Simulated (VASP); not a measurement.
A run of VASP 6.6.1 is set up as follows.

File INCAR:

```
SYSTEM = MgB2
PREC     = Accurate       ! precision mode
ENCUT    = 520            ! plane-wave cutoff, eV
EDIFF    = 1E-6           ! SCF threshold, eV
ISMEAR   = -1             ! smearing method
SIGMA    = 0.05           ! smearing width, eV
LREAL    = .False.        ! projectors in reciprocal space
LASPH    = .True.         ! aspherical terms in the spheres
NELM     = 80             ! most SCF steps
ALGO     = Normal         ! electronic algorithm
ISIF     = 2              ! what is computed and relaxed
LWAVE    = .False.        ! write WAVECAR
LCHARG   = .False.        ! write CHGCAR
GGA      = PE             ! functional
NBANDS   = 11             ! bands
```

The input KPOINTS:

```
regular mesh
0
Gamma
  12 12 9
  0 0 0
```

File POSCAR:

```
MgB2
1.0
    3.0850007055      0.0000000000      0.0000000000
   -1.5425003528      2.6716889817      0.0000000000
    0.0000000000      0.0000000000      3.4877700000
Mg B
1 2
Direct
    0.0000000000      0.0000000000      0.0000000000
    0.3333333333      0.6666666667      0.5000000000
    0.6666666667      0.3333333333      0.5000000000
```

Potentials or basis: VASP PAW PBE potentials, release 64 (Mg, B).

Command:

```console
$ cat potpaw_PBE.64/Mg/POTCAR potpaw_PBE.64/B/POTCAR > POTCAR
$ mpirun -np 1 vasp_std > vasp.out
```

(1) Predict the pressure.

(2) Estimate the band gap on the k mesh.

## Answers

(1) -0.2 GPa.

(2) zero (band 4 reaches 7.18 eV, above the bottom of band 5 at 3.38 eV).

Caveat: the cell differs from its parent crystal (zz strain of -1 %).
